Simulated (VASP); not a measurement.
Si, 2 atoms in the cell. It takes space group R-3m (No. 166, trigonal). The conventional cell has a = 3.675 Å, b = 3.675 Å, c = 9.630 Å, α = 90.00°, β = 90.00°, γ = 120.00°. Within 3.0 Å of Si (site symmetry 3m) lie 4 Si at 2.29 to 2.35 Å.  This cell differs from its parent crystal: epitaxial 111 strain -4.5%.

```yaml
Program: VASP 6.6.1
Task: single point
Functional: PBE
Potentials_or_basis: VASP PAW PBE potentials, release 64 (Si)
Cutoff: 520 eV
k_mesh: 8 × 8 × 8
Occupations: fermi-dirac, width 0.02 eV
Spin: no spin polarisation
Dipole_correction: no
Further_INCAR_settings: ALGO = Normal; EDIFF = 1e-07; NBANDS = 11
```

Potentials or basis: VASP PAW PBE potentials, release 64 (Si).

Command:

```sh
$ cat potpaw_PBE.64/Si/POTCAR > POTCAR
$ mpirun -np 1 vasp_std > vasp.out
```

Hardware: 1 thread of Intel Xeon 8259CL, on a shared host.

**Question.** Estimate the wall time of this run.

**Answer.** Wall time 36 s on 1 thread of Intel Xeon 8259CL (shared host), peak memory 0.17 GiB. Counts: scf iterations 14, k points 65.
